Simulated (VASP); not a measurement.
Wanted: the native input for a VASP 6.6.1 run.

- Task: single point
- Functional: PBEsol
- Dispersion: D3(BJ)
- Potentials or basis: VASP PAW PBE potentials, release 64 (Cl, Li_sv)
- Cutoff: 520 eV
- k mesh: 9 × 9 × 9
- Occupations: fermi-dirac, width 0.05 eV
- Spin: no spin polarisation
- Dipole correction: no
- Further INCAR settings: ALGO = Normal; EDIFF = 1e-06; NBANDS = 12

The structure of LiCl lies in POSCAR:

```
LiCl
1.0
    0.0000000000      2.4937479662      2.4937479662
    2.4937479662      0.0000000000      2.4937479662
    2.4937479662      2.4937479662      0.0000000000
Cl Li
1 1
Direct
    0.5000000000      0.5000000000      0.5000000000
    0.0000000000      0.0000000000      0.0000000000
```

These files were run (other wordings do the same):

INCAR

```
  ALGO = Normal
  EDIFF = 1E-6
  ENCUT = 520
  GGA = PS
  ISIF = 2
  ISMEAR = -1
  IVDW = 12
  LASPH = T
  LCHARG = F
  LREAL = F
  LWAVE = F
  NBANDS = 12
  NELM = 80
  PREC = Accurate
  SIGMA = 0.05
```

KPOINTS

```
k-points
0
Gamma
  9 9 9
```

Potentials or basis: VASP PAW PBE potentials, release 64 (Cl, Li_sv).

Run with:

```console
$ cat potpaw_PBE.64/Cl/POTCAR potpaw_PBE.64/Li_sv/POTCAR > POTCAR
$ mpirun -np 1 vasp_std > vasp.out
```

It gave:

The band gap on the k mesh is 6.64 eV, direct. The dispersion energy per atom is -0.197 eV.

Caveat: three body term missing.

It took 5.3 s on 1 thread of Intel(R) Xeon(R) 6975P-C (Granite Rapids), with other jobs on the host, peak memory 0.16 GiB.
